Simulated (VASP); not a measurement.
# WS2 in VASP: single point with PBE

Aim: the single point of WS2 with PBE.

Everything below comes from runs of VASP 6.6.1. Logs are shortened: lines on timing, memory, paths and dates and some standing lists are left out, and cuts for length are marked.

## 1. The cell of the first run

The cell holds a slab with vacuum, 36 atoms: a = 6.366 Å, b = 6.366 Å, c = 28.709 Å, α = 86.82°, β = 83.63°, γ = 60.00°.

## 2. Single point, PBE

INCAR reads:

```
SYSTEM = WS2
PREC = Accurate
ENCUT = 520
EDIFF = 1E-6
ISMEAR = 0
SIGMA = 0.05
LREAL = Auto
LASPH = .TRUE.
NELM = 100
ALGO = Normal
ISIF = 2
LWAVE = .FALSE.
LCHARG = .FALSE.
GGA = PE
NBANDS = 180
LUSENCCL = .FALSE.
```

KPOINTS reads:

```
Automatic mesh
0
G
  2 2 2
  0 0 0
```

POSCAR reads:

```
WS2
1.0
   -3.1829540000     -5.5130380000      0.0000000000
    3.1829540000     -5.5130380000      0.0000000000
   -1.5914770000     -2.7565190000     28.5322180000
W S
12 24
Direct
    0.8370230000      0.6666670000      0.6592870000
    0.3370230000      0.6666670000      0.6592870000
    0.8370230000      0.1666670000      0.6592870000
    0.3370230000      0.1666670000      0.6592870000
    0.8905660000      0.3333340000      0.8855340000
    0.3905660000      0.3333340000      0.8855340000
    0.8905660000      0.8333340000      0.8855340000
    0.3905660000      0.8333340000      0.8855340000
    0.6161520000      0.3333340000      0.4343620000
    0.1161520000      0.3333340000      0.4343620000
    0.6161520000      0.8333340000      0.4343620000
    0.1161520000      0.8333340000      0.4343620000
    0.6965740000      0.6666660000      0.9401860000
    0.1965740000      0.6666660000      0.9401860000
    0.6965740000      0.1666660000      0.9401860000
    0.1965740000      0.1666660000      0.9401860000
    0.9221510000      0.6666670000      0.4890310000
    0.4221510000      0.6666670000      0.4890310000
    0.9221510000      0.1666670000      0.4890310000
    0.4221510000      0.1666670000      0.4890310000
    0.9763570000      0.3333340000      0.7139520000
    0.4763570000      0.3333340000      0.7139520000
    0.9763570000      0.8333340000      0.7139520000
    0.4763570000      0.8333340000      0.7139520000
    0.7512430000      0.6666660000      0.8308480000
    0.2512430000      0.6666660000      0.8308480000
    0.7512430000      0.1666660000      0.8308480000
    0.2512430000      0.1666660000      0.8308480000
    0.9768120000      0.6666660000      0.3797100000
    0.4768120000      0.6666660000      0.3797100000
    0.9768120000      0.1666660000      0.3797100000
    0.4768120000      0.1666660000      0.3797100000
    0.5310210000      0.3333330000      0.6046250000
    0.0310210000      0.3333330000      0.6046250000
    0.5310210000      0.8333330000      0.6046250000
    0.0310210000      0.8333330000      0.6046250000
```

Potentials or basis: VASP PAW PBE potentials, release 64 (W_sv, S).

Run with:

```console
$ cat potpaw_PBE.64/W_sv/POTCAR potpaw_PBE.64/S/POTCAR > POTCAR
$ mpirun -np 1 vasp_std > vasp.out
```

OUTCAR:

```text
SYSTEM = WS2
   PREC = Accurate
   ENCUT = 520
   EDIFF = 1E-6
   ISMEAR = 0
   LREAL = Auto
   LASPH = .TRUE.
   NELM = 100
   ISIF = 2
   GGA = PE

 ion  position               nearest neighbor table
   1  0.837  0.667  0.659-  36 2.41  35 2.41  34 2.41  21 2.41  23 2.41  24 2.41   2 3.18   3 3.18
                             3 3.18   2 3.18   4 3.18   4 3.18
   2  0.337  0.667  0.659-  35 2.41  36 2.41  33 2.41  22 2.41  24 2.41  23 2.41   1 3.18   4 3.18
                             4 3.18   1 3.18   3 3.18   3 3.18
   3  0.837  0.167  0.659-  34 2.41  33 2.41  36 2.41  23 2.41  21 2.41  22 2.41   1 3.18   4 3.18
                             1 3.18   4 3.18   2 3.18   2 3.18
   4  0.337  0.167  0.659-  33 2.41  34 2.41  35 2.41  24 2.41  22 2.41  21 2.41   2 3.18   3 3.18
                             2 3.18   3 3.18   1 3.18   1 3.18
   5  0.891  0.333  0.886-  13 2.41  15 2.41  16 2.41  25 2.41  27 2.41  28 2.41   6 3.18   7 3.18
                             7 3.18   6 3.18   8 3.18   8 3.18
   6  0.391  0.333  0.886-  14 2.41  16 2.41  15 2.41  26 2.41  28 2.41  27 2.41   5 3.18   8 3.18
                             8 3.18   5 3.18   7 3.18   7 3.18
   7  0.891  0.833  0.886-  15 2.41  13 2.41  14 2.41  27 2.41  25 2.41  26 2.41   5 3.18   8 3.18
                             5 3.18   8 3.18   6 3.18   6 3.18
   8  0.391  0.833  0.886-  16 2.41  14 2.41  13 2.41  28 2.41  26 2.41  25 2.41   6 3.18   7 3.18
                             6 3.18   7 3.18   5 3.18   5 3.18
   9  0.616  0.333  0.434-  30 2.41  32 2.41  31 2.41  18 2.41  20 2.41  19 2.41  10 3.18  11 3.18
[... 29 lines left out ...]
  35  0.531  0.833  0.605-   2 2.41   1 2.41   4 2.41
  36  0.031  0.833  0.605-   1 2.41   2 2.41   3 2.41

  LATTYP: Found a face centered orthorhombic cell.
 ALAT       =     6.3659079600
 B/A-ratio  =     1.7320508148
 C/A-ratio  =     8.9640686542

  Lattice vectors:

 A1 = (   4.7744310000,  -2.7565190000,  28.5322180000)
 A2 = (  -1.5914770000,  -2.7565190000,  28.5322180000)
 A3 = (   3.1829540000,  -5.5130380000,   0.0000000000)

Analysis of symmetry for initial positions (statically):
=====================================================================
 Subroutine PRICEL returns following result:

  LATTYP: Found a hexagonal cell.
 ALAT       =     3.1829539800
 C/A-ratio  =     8.9640686542

  Lattice vectors:

 A1 = (  -1.5914770000,   2.7565190000,   0.0000000000)
 A2 = (  -1.5914770000,  -2.7565190000,   0.0000000000)
 A3 = (  -0.0000000000,   0.0000000000,  28.5322180000)

   4 primitive cells build up your supercell.

 Routine SETGRP: Setting up the symmetry group for a
 face centered orthorhombic supercell.

 Subroutine GETGRP returns: Found  2 space group operations
 (whereof  2 operations were pure point group operations)
 out of a pool of  8 trial point group operations.

The static configuration has the point symmetry C_1h.

Analysis of symmetry for dynamics (positions and initial velocities):
=====================================================================
 Subroutine PRICEL returns following result:

  LATTYP: Found a hexagonal cell.
 ALAT       =     3.1829539800
 C/A-ratio  =     8.9640686542

  Lattice vectors:

 A1 = (  -1.5914770000,   2.7565190000,   0.0000000000)
 A2 = (  -1.5914770000,  -2.7565190000,   0.0000000000)
 A3 = (  -0.0000000000,   0.0000000000,  28.5322180000)

   4 primitive cells build up your supercell.

 Routine SETGRP: Setting up the symmetry group for a
 face centered orthorhombic supercell.

 Subroutine GETGRP returns: Found  2 space group operations
 (whereof  2 operations were pure point group operations)
 out of a pool of  8 trial point group operations.

The dynamic configuration has the point symmetry C_1h.

 Subroutine INISYM returns: Found  2 space group operations
 (whereof  2 operations are pure point group operations),
 and found     4 'primitive' translations

----------------------------------------------------------------------------------------

                                     Primitive cell

  volume of cell :     250.3381

  direct lattice vectors                    reciprocal lattice vectors
[... 22 lines left out ...]
                 3          11
                 4          13
                 5          17
                 6          23
                 7          25
                 8          29
                 9          36

----------------------------------------------------------------------------------------

 KPOINTS: Automatic mesh

Automatic generation of k-mesh.
 Grid dimensions read from file:
 generate k-points for:    2    2    2

 Generating k-lattice:

  Cartesian coordinates                     Fractional coordinates (reciprocal lattice)
    -0.078543391 -0.045347048 -0.008762025     0.500000000  0.000000000  0.000000000
     0.078543391 -0.045347048  0.000000000     0.000000000  0.500000000  0.000000000
     0.000000000  0.000000000  0.017524049     0.000000000  0.000000000  0.500000000

  Length of vectors
     0.091116366  0.090694096  0.017524049

  Shift w.r.t. Gamma in fractional coordinates (k-lattice)
     0.000000000  0.000000000  0.000000000

 Subroutine IBZKPT returns following result:
 ===========================================

 Found      6 irreducible k-points:

 Following reciprocal coordinates:
            Coordinates               Weight
  0.000000  0.000000  0.000000      1.000000
  0.500000  0.000000  0.000000      2.000000
  0.500000  0.500000  0.000000      2.000000
  0.000000  0.500000  0.000000      1.000000
  0.000000  0.000000  0.500000      1.000000
  0.000000  0.500000  0.500000      1.000000
   k-points           NKPTS =      6   k-points in BZ     NKDIM =      6   number of bands    NBANDS=    180
   number of dos      NEDOS =    301   number of ions     NIONS =     36
   total plane-waves  NPLWV = 497664
   dimension x,y,z NGX =    48 NGY =   48 NGZ =  216
   dimension x,y,z NGXF=    96 NGYF=   96 NGZF=  432
   ions per type =              12  24
   NGX,Y,Z   is equivalent  to a cutoff of  12.54, 12.54, 12.51 a.u.
   NGXF,Y,Z  is equivalent  to a cutoff of  25.07, 25.07, 25.02 a.u.
 SYSTEM =  WS2
   PREC   = accura    normal or accurate (medium, high low for compatibility)
   ISTART =      0    job   : 0-new  1-cont  2-samecut
   ICHARG =      2    charge: 1-file 2-atom 10-const
   ISPIN  =      1    spin polarized calculation?
   LNONCOLLINEAR =      F non collinear calculations
   LSORBIT =      F    spin-orbit coupling
   LASPH  =      T    aspherical Exc in radial PAW
   ENCUT  =  520.0 eV  38.22 Ry    6.18 a.u.  11.84 11.84 53.38*2*pi/ulx,y,z
   NELM   =    100;   NELMIN=  2; NELMDL= -5     # of ELM steps
   EDIFF  = 0.1E-05   stopping-criterion for ELM
   LREAL  =      T    real-space projection
   EDIFFG = 0.1E-04   stopping-criterion for IOM
   NSW    =      0    number of steps for IOM
   IBRION =     -1    ionic relax: 0-MD 1-quasi-New 2-CG
   NFREE  =      0    steps in history (QN), initial steepest desc. (CG)
   ISIF   =      2    stress and relaxation
   ISYM   =      2    0-nonsym 1-usesym 2-fastsym
   POTIM  = 0.5000    time-step for ionic-motion
   TEBEG  =    0.0;   TEEND  =   0.0 temperature during run
   PSTRESS=    0.0 pullay stress
   NELECT =     312.0000    total number of electrons
   NUPDOWN=      -1.0000    fix difference up-down
   EMIN   =  10.00;   EMAX   =-10.00  energy-range for DOS
   EFERMI =   0.00;   METHOD = LEGACY
   ISMEAR =     0;   SIGMA  =   0.05  broadening in eV -4-tet -1-fermi 0-gaus
   EFERMI_NEDOS =   21; number of points for ismear=-14 and -15
   IALGO  =     38    algorithm
   IMIX   =      4    mixing-type and parameters
     AMIX     =   0.40;   BMIX     =  1.00
     AMIX_MAG =   1.60;   BMIX_MAG =  1.00
  volume/ion in A,a.u.               =      27.82       187.71
  Fermi-wavevector in a.u.,A,eV,Ry     =   1.109849  2.097311 16.759191  1.231766
  Thomas-Fermi vector in A             =   2.246394
   LORBIT       =      0    0 simple, 1 ext, 2 COOP (PROOUT), +10 PAW based schemes
   GGA     = PE    functional components
   LHFCALC =     F    Hartree Fock is set to
   AEXX    =    0.0000 exact exchange contribution
   IVDW    =     0    specifies the selected vdW correction
   LEPSILON=     F    determine dielectric tensor
   LRPA    =     F    only Hartree local field effects (RPA)
 non-spin polarized calculation
 Gauss-broadening in eV      SIGMA  =   0.05
  energy-cutoff  :      520.00
  volume of cell :     1001.35
 maximum number of plane-waves:     26994
 NGX is ok and might be reduce to    48
   NGX = 23   NGY = 23   NGZ =107

 number of electron     312.0000019 magnetization

 Free energy of the ion-electron system (eV)
  ---------------------------------------------------
  ext. energy  EPLUGINS =         0.00000000
  ---------------------------------------------------
  free energy    TOTEN  =      -284.60526513 eV

  energy without entropy =     -284.60526513  energy(sigma->0) =     -284.60526513

 E-fermi :   3.0312     XC(G=0):  -7.4765

 val. band max:        2.7448554674   @ k =   0.0000   0.0000   0.0000
 cond. band min:       4.4461017046   @ k =   0.0000   0.5000   0.0000
 fundamental gap:      1.7012462372
 Fermi energy:         3.0312326721

 k-point     1 :       0.0000    0.0000    0.0000
  band No.  band energies     occupation
      1     -71.6935      2.00000
      2     -71.6935      2.00000
      3     -71.6934      2.00000
      4     -71.6769      2.00000
      5     -71.6769      2.00000
      6     -71.6769      2.00000
[... 1015 lines left out ...]
    167       4.8741      0.00000
    168       4.8741      0.00000
 [bands above 168 left out]

------------------------ aborting loop because EDIFF is reached ----------------------------------------

  FORCE on cell =-STRESS in cart. coord.  units (eV):
  Direction    XX          YY          ZZ          XY          YZ          ZX
  --------------------------------------------------------------------------------------
  -------------------------------------------------------------------------------------
  Total        4.1067214      4.1154663      9.8515105      0.0075733     -0.0000062      0.0000108
  in kB        6.5708105      6.5848024     15.7625518      0.0121175     -0.0000100      0.0000173
  external PRESSURE =       9.6393883 kB  Pullay stress =       0.0000000 kB

 VOLUME and BASIS-vectors are now :
 -----------------------------------------------------------------------------
  energy-cutoff  :      520.00
  volume of cell :     1001.35
      direct lattice vectors                 reciprocal lattice vectors
    -3.182954000 -5.513038000  0.000000000    -0.157086782 -0.090694096 -0.017524049
     3.182954000 -5.513038000  0.000000000     0.157086782 -0.090694096  0.000000000
    -1.591477000 -2.756519000 28.532218000     0.000000000  0.000000000  0.035048099

 POSITION                                       TOTAL-FORCE (eV/Angst)
 -----------------------------------------------------------------------------------
     -1.59148    -10.10724     18.81092        -0.000185      0.000107      0.003690
      0.00000     -7.35072     18.81092        -0.000185      0.000107      0.003690
     -3.18295     -7.35072     18.81092        -0.000185      0.000107      0.003690
     -1.59148     -4.59420     18.81092        -0.000185      0.000107      0.003690
     -3.18295     -9.18840     25.26625        -0.000166      0.000096      0.009819
     -1.59147     -6.43188     25.26625        -0.000166      0.000096      0.009819
[... 28 lines left out ...]
     -0.00000     -9.18840     17.25129         0.000132     -0.000076     -0.155499
      1.59148     -6.43188     17.25129         0.000132     -0.000076     -0.155499
 -----------------------------------------------------------------------------------
    total drift:                                0.000136     -0.000017     -0.005591

  FREE ENERGIE OF THE ION-ELECTRON SYSTEM (eV)
  ---------------------------------------------------
  free  energy   TOTEN  =      -284.6052651320 eV

  energy  without entropy=     -284.6052651320  energy(sigma->0) =     -284.60526513
```

Run time: 4.4 min. Hardware: 1 × NVIDIA H100 80GB with 1 thread of AMD EPYC 7R13 (Zen 3), shared host; peak memory 2.1 GiB.

Results:

```
Free energy            : -284.6053 eV
Largest force          : 0.211 eV/Å
Band gap on the k mesh : 1.70 eV
```

Forces on the atoms (eV/Å):
```
W    0.000  0.000  0.004
W    0.000  0.000  0.004
W    0.000  0.000  0.004
W    0.000  0.000  0.004
W    0.000  0.000  0.010
W    0.000  0.000  0.010
W    0.000  0.000  0.010
W    0.000  0.000  0.010
W    0.000  0.000 -0.020
W    0.000  0.000 -0.020
W    0.000  0.000 -0.020
W    0.000  0.000 -0.020
S    0.000  0.000  0.210
S    0.000  0.000  0.210
S    0.000  0.000  0.210
S    0.000  0.000  0.210
S    0.000  0.000  0.154
S    0.000  0.000  0.154
S    0.000  0.000  0.154
S    0.000  0.000  0.154
S    0.000  0.000  0.160
S    0.000  0.000  0.160
S    0.000  0.000  0.160
S    0.000  0.000  0.160
S    0.000  0.000 -0.150
S    0.000  0.000 -0.150
S    0.000  0.000 -0.150
S    0.000  0.000 -0.150
S    0.000  0.000 -0.211
S    0.000  0.000 -0.211
S    0.000  0.000 -0.211
S    0.000  0.000 -0.211
S    0.000  0.000 -0.155
S    0.000  0.000 -0.155
S    0.000  0.000 -0.155
S    0.000  0.000 -0.155
```

Levels at points of the mesh, in eV from the valence-band top:
```
           k point  band 154  band 155  band 156  band 157  band 158  band 159
(0.00, 0.00, 0.00)     -0.68     -0.30      0.00      2.41      2.41      2.41
(0.50, 0.00, 0.00)     -1.04     -1.02     -1.02      1.70      1.70      1.84
(0.50, 0.50, 0.00)     -1.04     -1.02     -1.02      1.70      1.70      1.84
(0.00, 0.50, 0.00)     -1.04     -1.02     -1.02      1.70      1.70      1.84
(0.00, 0.00, 0.50)     -0.68     -0.30      0.00      2.41      2.41      2.41
(0.00, 0.50, 0.50)     -1.04     -1.02     -1.02      1.70      1.70      1.84
```

Caveat: the k points lie up to 0.57 Å⁻¹ apart; there is no dipole correction, which matters where the two faces differ; spin-orbit coupling is left out, which moves the levels of the heavy elements.
